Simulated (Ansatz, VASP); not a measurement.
One calculation of Si4F, two programs

```
Si F
1.0
     4.89443    0.00000    0.00000
    -2.44722    4.23870    0.00000
     0.00000    0.00000    5.83380
Si F
4 1
Direct
  0.50000 0.00000 0.04216
  0.00000 0.50000 0.04216
  0.50000 0.50000 0.04216
  0.00000 0.00000 0.88730
  0.00000 0.00000 0.60823
```

Alike in both runs: functional PBE; k mesh 12 × 12 × 8; occupations gaussian, width 0.1 eV; no spin polarisation.

Ansatz relaxed the structure, and its values are those at the end. VASP's run is a single point on that final structure, the one shown.

|  | VASP | Ansatz |
| --- | --- | --- |
| version | VASP 6.6.1 | Ansatz 0.2.0 |
| potentials or method | VASP PAW PBE potentials, release 64 (Si, F), cutoff 520 eV | scalar-relativistic, plane waves, PAW |
| valence electrons in the cell | 23 | 23 |

```csv
,VASP,Ansatz,Ansatz less VASP
gap on the k mesh at the Fermi level (eV),none,none,-
pressure (GPa),0.1,0.0,-0.07
rms of the force components (eV/Å),0.079,0.001,-0.0780
```

A gap of «none» marks a metal or a gap that the smearing closes.
